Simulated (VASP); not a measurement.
# Si8HS16 (a cell with a defect) in VASP: a series of runs

Si8HS16 (a cell with a defect) is run at these levels: PBE; tasks: single point.

Everything below comes from runs of VASP 6.6.1. Logs are shortened: lines on timing, memory, paths and dates and some standing lists are left out, and cuts for length are marked.

### Step 1. The cell of the first run

The cell holds a defect, 25 atoms: a = 8.476 Å, b = 8.476 Å, c = 11.088 Å, α = 90.00°, β = 90.00°, γ = 97.43°.

### Step 2. Single point, PBE (with an interstitial atom, then relaxed in part)

File INCAR:

```
SYSTEM = Si8HS16
ALGO = Normal ; EDIFF = 1E-6
ENCUT = 400 ; GGA = PE
GGA_COMPAT = .FALSE. ; ISIF = 2
ISMEAR = 0 ; LASPH = .TRUE.
LCHARG = .FALSE. ; LREAL = .FALSE.
LWAVE = .FALSE. ; NBANDS = 82
NELECT = 130.0 ; NELM = 120
PREC = Accurate ; SIGMA = 0.02
```

File KPOINTS:

```
Automatic mesh
0
Gamma
  2 2 2
  0.5 0.5 0.5
```

File POSCAR:

```
Si8HS16
1.0
   -6.3694089842      0.0000000000      5.5926732962
    6.3694089842      0.0000000000      5.5926732962
    0.0000000000     11.0875936402      0.0000000000
Si S H
8 16 1
Direct
    0.4427307359      0.3214912318      0.0051833807
    0.8830814204      0.3712114725      0.5071630622
    0.8427647724      0.9214751617      0.0046464173
    0.3831473886      0.8703356261      0.5023851011
    0.1231931493      0.1380751264      0.0026959703
    0.6320546855      0.1217814160      0.5050284424
    0.6255278592      0.6413993733      0.0068336079
    0.1341667459      0.6197125174      0.5044780500
    0.0986862959      0.4019654817      0.4031081492
    0.6173876493      0.4765305212      0.8678194076
    0.6010834282      0.9059194530      0.4010478217
    0.0503246162      0.9282486996      0.8928771769
    0.8884356144      0.1557464729      0.0783269600
    0.4136666639      0.0870078608      0.6053429695
    0.4541676352      0.5220906727      0.1289995559
    0.9193912965      0.5878785940      0.6097354120
    0.8456435610      0.1558963981      0.6116104945
    0.2876649843      0.1466669345      0.1420652083
    0.3496553253      0.6565754406      0.6085154945
    0.8349770174      0.7144508949      0.1170308907
    0.2430075188      0.3089752107      0.8805422521
    0.6682631841      0.3379194415      0.4020244855
    0.6086789830      0.8760812854      0.9304380168
    0.1691433128      0.8323186100      0.3967511612
    0.5596900421      0.2056066120      0.0056285705
```

Potentials or basis: VASP PAW PBE potentials, release 64 (Si, S, H).

The run is started by

```console
cat potpaw_PBE.64/Si/POTCAR potpaw_PBE.64/S/POTCAR potpaw_PBE.64/H/POTCAR > POTCAR
mpirun -np 1 vasp_std > vasp.out
```

OUTCAR:

```text
SYSTEM = Si8HS16
   EDIFF = 1E-6
   ENCUT = 400
   GGA = PE
   ISIF = 2
   ISMEAR = 0
   LASPH = .TRUE.
   LREAL = .FALSE.
   NELECT = 130.0
   NELM = 120
   PREC = Accurate

 ion  position               nearest neighbor table
   1  0.443  0.321  0.005-  25 1.48  21 2.18  15 2.18  18 2.39  10 2.39   5 2.94   7 2.94
   2  0.883  0.371  0.507-  16 2.15   9 2.15  22 2.15  17 2.15   8 2.79   6 2.80
   3  0.843  0.921  0.005-  13 2.14  23 2.14  20 2.15  12 2.15   5 2.81   7 2.81
   4  0.383  0.870  0.502-  24 2.15  19 2.15  14 2.15  11 2.15   8 2.79   6 2.80
   5  0.123  0.138  0.003-  18 2.08  21 2.14  12 2.18  13 2.18   3 2.81   1 2.94
   6  0.632  0.122  0.505-  22 2.15  14 2.15  11 2.15  17 2.15   4 2.80   2 2.80
   7  0.626  0.641  0.007-  10 2.08  15 2.14  20 2.18  23 2.18   3 2.81   1 2.94
   8  0.134  0.620  0.504-   9 2.15  19 2.15  16 2.15  24 2.15   2 2.79   4 2.79
   9  0.099  0.402  0.403-   2 2.15   8 2.15
  10  0.617  0.477  0.868-   7 2.08   1 2.39
  11  0.601  0.906  0.401-   6 2.15   4 2.15
  12  0.050  0.928  0.893-   3 2.15   5 2.18
  13  0.888  0.156  0.078-   3 2.14   5 2.18
  14  0.414  0.087  0.605-   6 2.15   4 2.15
[... 8 lines left out ...]
  23  0.609  0.876  0.930-   3 2.14   7 2.18
  24  0.169  0.832  0.397-   4 2.15   8 2.15
  25  0.560  0.206  0.006-   1 1.48

  LATTYP: Found a base centered orthorhombic cell.
 ALAT       =    11.1853465924
 B/A-ratio  =     1.1388845096
 C/A-ratio  =     0.9912606238

  Lattice vectors:

 A1 = (  -6.3694089842,   0.0000000000,   5.5926732962)
 A2 = (   6.3694089842,   0.0000000000,   5.5926732962)
 A3 = (   0.0000000000,  11.0875936402,   0.0000000000)

Analysis of symmetry for initial positions (statically):
=====================================================================
 Subroutine PRICEL returns:
 Original cell was already a primitive cell.

 Routine SETGRP: Setting up the symmetry group for a
 base centered orthorhombic supercell.

 Subroutine GETGRP returns: Found  1 space group operations
 (whereof  1 operations were pure point group operations)
 out of a pool of  8 trial point group operations.

The static configuration has the point symmetry C_1 .

Analysis of symmetry for dynamics (positions and initial velocities):
=====================================================================
 Subroutine PRICEL returns:
 Original cell was already a primitive cell.

 Routine SETGRP: Setting up the symmetry group for a
 base centered orthorhombic supercell.

 Subroutine GETGRP returns: Found  1 space group operations
 (whereof  1 operations were pure point group operations)
 out of a pool of  8 trial point group operations.

The dynamic configuration has the point symmetry C_1 .
[... 132 lines left out ...]
   POTIM  = 0.5000    time-step for ionic-motion
   TEBEG  =    0.0;   TEEND  =   0.0 temperature during run
   PSTRESS=    0.0 pullay stress
   NELECT =     130.0000    total number of electrons
   NUPDOWN=      -1.0000    fix difference up-down
   EMIN   =  10.00;   EMAX   =-10.00  energy-range for DOS
   EFERMI =   0.00;   METHOD = LEGACY
   ISMEAR =     0;   SIGMA  =   0.02  broadening in eV -4-tet -1-fermi 0-gaus
   EFERMI_NEDOS =   21; number of points for ismear=-14 and -15
   IALGO  =     38    algorithm
   IMIX   =      4    mixing-type and parameters
     AMIX     =   0.40;   BMIX     =  1.00
     AMIX_MAG =   1.60;   BMIX_MAG =  1.00
  volume/ion in A,a.u.               =      31.60       213.23
  Fermi-wavevector in a.u.,A,eV,Ry     =   0.897141  1.695350 10.950809  0.804862
  Thomas-Fermi vector in A             =   2.019688
   LORBIT       =      0    0 simple, 1 ext, 2 COOP (PROOUT), +10 PAW based schemes
   GGA     = PE    functional components
   LHFCALC =     F    Hartree Fock is set to
   AEXX    =    0.0000 exact exchange contribution
   IVDW    =     0    specifies the selected vdW correction
   LEPSILON=     F    determine dielectric tensor
   LRPA    =     F    only Hartree local field effects (RPA)
 non-spin polarized calculation
 Gauss-broadening in eV      SIGMA  =   0.02
  energy-cutoff  :      400.00
  volume of cell :      789.93
 maximum number of plane-waves:     14351
   NGX = 27   NGY = 27   NGZ = 37

 number of electron     130.0000000 magnetization

 Free energy of the ion-electron system (eV)
  ---------------------------------------------------
  ext. energy  EPLUGINS =         0.00000000
  ---------------------------------------------------
  free energy    TOTEN  =      -126.58199075 eV

  energy without entropy =     -126.58199075  energy(sigma->0) =     -126.58199075

 E-fermi :   0.7408     XC(G=0):  -6.9196

 val. band max:        0.6368872515   @ k =  -0.2500  -0.2500   0.2500
 cond. band min:       2.8948605365   @ k =  -0.2500  -0.2500   0.2500
 fundamental gap:      2.2579732851
 Fermi energy:         0.7407993896

 k-point     1 :       0.2500    0.2500    0.2500
  band No.  band energies     occupation
      1     -14.5203      2.00000
      2     -14.5023      2.00000
      3     -13.6463      2.00000
      4     -13.2428      2.00000
      5     -13.1988      2.00000
      6     -13.1864      2.00000
[... 309 lines left out ...]
     76       4.4055      0.00000
     77       4.6958      0.00000
 [bands above 77 left out]

------------------------ aborting loop because EDIFF is reached ----------------------------------------

  FORCE on cell =-STRESS in cart. coord.  units (eV):
  Direction    XX          YY          ZZ          XY          YZ          ZX
  --------------------------------------------------------------------------------------
  -------------------------------------------------------------------------------------
  Total        6.1353942      5.3605662      7.0066536      0.0252489     -0.2106465     -0.0180017
  in kB       12.4442053     10.8726489     14.2113504      0.0512115     -0.4272470     -0.0365123
  external PRESSURE =      12.5094015 kB  Pullay stress =       0.0000000 kB

 VOLUME and BASIS-vectors are now :
 -----------------------------------------------------------------------------
  energy-cutoff  :      400.00
  volume of cell :      789.93
      direct lattice vectors                 reciprocal lattice vectors
    -6.369408984  0.000000000  5.592673296    -0.078500219  0.000000000  0.089402683
     6.369408984  0.000000000  5.592673296     0.078500219  0.000000000  0.089402683
     0.000000000 11.087593640  0.000000000     0.000000000  0.090190896  0.000000000

 POSITION                                       TOTAL-FORCE (eV/Angst)
 -----------------------------------------------------------------------------------
     -0.77222      0.05747      4.27404         0.016428     -0.002881      0.006530
     -3.26031      5.62322      7.01485         0.001242     -0.001137      0.001111
      0.50134      0.05152      9.86682        -0.009639     -0.003907     -0.003247
      3.10310      5.57024      7.01032        -0.001071      0.000131     -0.000466
      0.09479      0.02989      1.46119        -0.009071      0.007921     -0.002542
     -3.25014      5.59955      4.21596         0.001486      0.001695      0.000147
[... 17 lines left out ...]
      4.22403      4.39902      5.60085        -0.029982      0.031098     -0.000114
     -2.25530      0.06241      4.28005         0.015013     -0.000089     -0.000346
 -----------------------------------------------------------------------------------
    total drift:                                0.000559      0.000279     -0.000310

  FREE ENERGIE OF THE ION-ELECTRON SYSTEM (eV)
  ---------------------------------------------------
  free  energy   TOTEN  =      -126.5819907484 eV

  energy  without entropy=     -126.5819907484  energy(sigma->0) =     -126.58199075
```

stdout:

```text
POSCAR found type information on POSCAR SiS H
 POSCAR found :  3 types and      25 ions
 scaLAPACK will be used
 -----------------------------------------------------------------------------
|                                                                             |
|                                                                             |
|     You have a (more or less) 'large supercell' and for larger cells it     |
|     might be more efficient to use real-space projection operators.         |
|     Therefore, try LREAL= Auto in the INCAR file.                           |
|     Mind: For very accurate calculation, you might also keep the            |
|     reciprocal projection scheme (i.e. LREAL=.FALSE.).                      |
|                                                                             |
 -----------------------------------------------------------------------------

 LDA part: xc-table for (Slater+PW92), standard interpolation
 POSCAR, INCAR and KPOINTS ok, starting setup
 FFT: planning ... GRIDC
 FFT: planning ... GRID_SOFT
 FFT: planning ... GRID
 WAVECAR not read
 entering main loop
 the old and the new charge density differ
 old charge density:   129.00000 new  130.00000
    0.349E+01
```

Run time: 9.4 min. Hardware: 1 thread of Intel Xeon 8259CL, shared host; peak memory 0.57 GiB.

What came out:

```yaml
Free_energy: -126.5820 eV
Largest_force: 0.052 eV/Å
```

Forces in eV/Å, atoms in the order of the input:
```
Si   0.016 -0.003  0.007
Si   0.001 -0.001  0.001
Si  -0.010 -0.004 -0.003
Si  -0.001  0.000  0.000
Si  -0.009  0.008 -0.003
Si   0.001  0.002  0.000
Si  -0.003 -0.012  0.000
Si  -0.002 -0.003  0.001
S    0.032  0.029  0.002
S    0.020  0.033  0.019
S    0.030  0.028 -0.001
S    0.031  0.034 -0.001
S   -0.031 -0.020 -0.005
S   -0.031 -0.028  0.003
S   -0.018 -0.043  0.003
S   -0.030 -0.029 -0.002
S    0.029 -0.031  0.000
S    0.018 -0.026 -0.022
S    0.030 -0.031  0.001
S    0.030 -0.033 -0.001
S   -0.016  0.039 -0.001
S   -0.030  0.031  0.000
S   -0.044  0.029  0.004
S   -0.030  0.031  0.000
H    0.015  0.000  0.000
```

Caveat: the cell carries a net charge on a neutralising background, which shifts energy and pressure; the cell differs from its parent crystal (with an interstitial atom, then relaxed in part); the cell is charged against a uniform background, so pressure and absolute levels hang on convention.

### Step 3. Single point, PBE

File INCAR:

```
SYSTEM = Si8HS16
PREC = Accurate
ENCUT = 400
EDIFF = 1E-6
ISMEAR = 0
SIGMA = 0.02
LREAL = .FALSE.
LASPH = .TRUE.
NELM = 120
ALGO = Normal
ISIF = 2
LWAVE = .FALSE.
LCHARG = .TRUE.
GGA = PE
LELF = .TRUE.
LVHAR = .TRUE.
NBANDS = 82
NELECT = 130.0
GGA_COMPAT = .FALSE.
```

KPOINTS is that of step 2.

File POSCAR:

```
Si8HS16
1.0
   -6.3694089842      0.0000000000      5.5926732962
    6.3694089842      0.0000000000      5.5926732962
    0.0000000000     11.0875936402      0.0000000000
Si S H
8 16 1
Direct
    0.4347065116      0.3247810850      0.0001591869
    0.8750572294      0.3745013681      0.5021388031
    0.8347405404      0.9247650625     -0.0003778097
    0.3751232462      0.8736255418      0.4973608502
    0.1151690163      0.1413650103     -0.0023282780
    0.6240305162      0.1250713494      0.5000042552
    0.6175037084      0.6446892763      0.0018094097
    0.1261425219      0.6230024358      0.4994538202
    0.0906620807      0.4052553193      0.3980839435
    0.6093635269      0.4798204246      0.8627951484
    0.5930592294      0.9092092843      0.3960236227
    0.0423003497      0.9315385842      0.8878529751
    0.8804114508      0.1590363575      0.0733027406
    0.4056424649      0.0902978222      0.6003187180
    0.4461433809      0.5253805599      0.1239753227
    0.9113671370      0.5911685118      0.6047111950
    0.8376193538      0.1591862353      0.6065862637
    0.2796407636      0.1499568318      0.1370410072
    0.3416311561      0.6598653918      0.6034912730
    0.8269528398      0.7177408232      0.1120067203
    0.2349833742      0.3122651128      0.8755180173
    0.6602389352      0.3412093353      0.3970002999
    0.6006547898      0.8793712303      0.9254137853
    0.1611191028      0.8356085272      0.3917269284
    0.5516658589      0.2088965367      0.0006043692
```

Potentials or basis: VASP PAW PBE potentials, release 64 (Si, S, H).

The run is started by

```console
cat potpaw_PBE.64/Si/POTCAR potpaw_PBE.64/S/POTCAR potpaw_PBE.64/H/POTCAR > POTCAR
mpirun -np 1 vasp_std > vasp.out
```

Run time: 10 min. Hardware: 1 thread of Intel Xeon 8259CL, shared host; peak memory 0.57 GiB.

The run converged. Its results:

```yaml
Free_energy: -126.5820 eV
Largest_force: 0.052 eV/Å
```

Forces on the atoms (eV/Å):
```
Si   0.016 -0.003  0.007
Si   0.001 -0.001  0.001
Si  -0.010 -0.004 -0.003
Si  -0.001  0.000  0.000
Si  -0.009  0.008 -0.003
Si   0.001  0.002  0.000
Si  -0.002 -0.012  0.000
Si  -0.002 -0.003  0.001
S    0.032  0.029  0.002
S    0.020  0.033  0.019
S    0.030  0.027 -0.001
S    0.031  0.034 -0.001
S   -0.031 -0.019 -0.005
S   -0.031 -0.028  0.002
S   -0.018 -0.043  0.003
S   -0.030 -0.029 -0.003
S    0.029 -0.031  0.000
S    0.018 -0.026 -0.021
S    0.030 -0.031  0.001
S    0.030 -0.033 -0.001
S   -0.016  0.039 -0.001
S   -0.030  0.031  0.000
S   -0.044  0.029  0.004
S   -0.030  0.031  0.000
H    0.015  0.000  0.000
```

Levels at points of the mesh, in eV from the Fermi level:
| k point | band 62 | band 63 | band 64 | band 65 | band 66 | band 67 | band 68 | band 69 |
| --- | --- | --- | --- | --- | --- | --- | --- | --- |
| (0.25, 0.25, 0.25) | -0.99 | -0.67 | -0.58 | -0.11 | 2.20 | 2.39 | 2.93 | 3.07 |

Caveat: the cell carries a net charge on a neutralising background, which shifts energy and pressure; the cell is charged against a uniform background, so pressure and absolute levels hang on convention.
